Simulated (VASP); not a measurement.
RbBr2:

```
Rb Br
1.0
     0.00000    3.66217    3.66217
     3.66217    0.00000    3.66217
     3.66217    3.66217    0.00000
Rb Br
1 2
Direct
  0.00000 0.00000 0.00000
  0.25000 0.25000 0.25000
  0.75000 0.75000 0.75000
```

| Item | Value |
| --- | --- |
| Program | VASP 6.6.1 |
| Task | relaxation of cell and atoms |
| Functional | PBE |
| Potentials or basis | VASP PAW PBE potentials, release 64 (Rb_sv, Br) |
| Cutoff | 600 eV |
| k mesh | 4 × 4 × 4 |
| Occupations | gaussian, width 0.1 eV |
| Spin | no spin polarisation |

At the start: pressure 5.8 GPa; volume 32.74 Å³/atom.

Problem. Where does the relaxation end?

Solution. Over 4 steps the energy falls by 150.8 meV/atom and the volume is 43.59 Å³/atom (+33.1 %); space group Fm-3m (No. 225, to 0.1 Å) before and after.

Step by step:
| step | energy change (eV) | largest force (eV/Å) | pressure (GPa) | volume (Å³) |
| --- | --- | --- | --- | --- |
| 1 | 0.0000 | 0.0000 | 5.80 | 98.23 |
| 2 | -0.3812 | 0.0000 | 1.64 | 116.07 |
| 3 | -0.4435 | 0.0000 | 0.50 | 125.79 |
| 4 | -0.4524 | 0.0000 | 0.09 | 130.77 |

Final structure:
```cif
data_structure
_symmetry_space_group_name_H-M 'P 1'
_symmetry_Int_Tables_number 1
_cell_length_a 5.6973
_cell_length_b 5.6973
_cell_length_c 5.6973
_cell_angle_alpha 60.000
_cell_angle_beta 60.000
_cell_angle_gamma 60.000
_cell_volume 130.77
loop_
_atom_site_label
_atom_site_type_symbol
_atom_site_fract_x
_atom_site_fract_y
_atom_site_fract_z
_atom_site_occupancy
Rb1 Rb 0.00000 0.00000 0.00000 1
Br1 Br 0.25000 0.25000 0.25000 1
Br2 Br 0.75000 0.75000 0.75000 1
```

Caveat: the k points lie up to 0.34 Å⁻¹ apart in the final cell, too coarse for converged energies and pressures of a metal; the volume moved by over 15 % at a fixed basis, so the end points are rough; an odd number of electrons without spin polarisation forces a metal; a magnetic or distorted state may lie lower.
